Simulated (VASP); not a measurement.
Input of a VASP 6.6.1 run:

The input INCAR:

```
SYSTEM = SnSe
  PREC = Accurate
  ENCUT = 520
  EDIFF = 1E-6
  ISMEAR = -1
  SIGMA = 0.02
  LREAL = .False.
  LASPH = .True.
  NELM = 80
  ALGO = Normal
  ISIF = 2
  LWAVE = .False.
  LCHARG = .True.
  LELF = .True.
  LVHAR = .True.
  NBANDS = 17
```

The input KPOINTS:

```
Automatic mesh
0
Gamma
  9 9 9
  0 0 0
```

Contents of POSCAR:

```
SnSe
1.0
    0.0000000000      3.0496098055      3.0496098055
    3.0496098055      0.0000000000      3.0496098055
    3.0496098055      3.0496098055      0.0000000000
Sn Se
1 1
Direct
    0.0000000000      0.0000000000      0.0000000000
    0.5000000000      0.5000000000      0.5000000000
```

Potentials or basis: VASP PAW LDA potentials, release 64 (Sn_d, Se).

Command:

```bash
$ cat potpaw_LDA.64/Sn_d/POTCAR potpaw_LDA.64/Se/POTCAR > POTCAR
$ mpirun -np 1 vasp_std > vasp.out
```

(1) Estimate the pressure.

Answers

(1) -4.8 GPa.
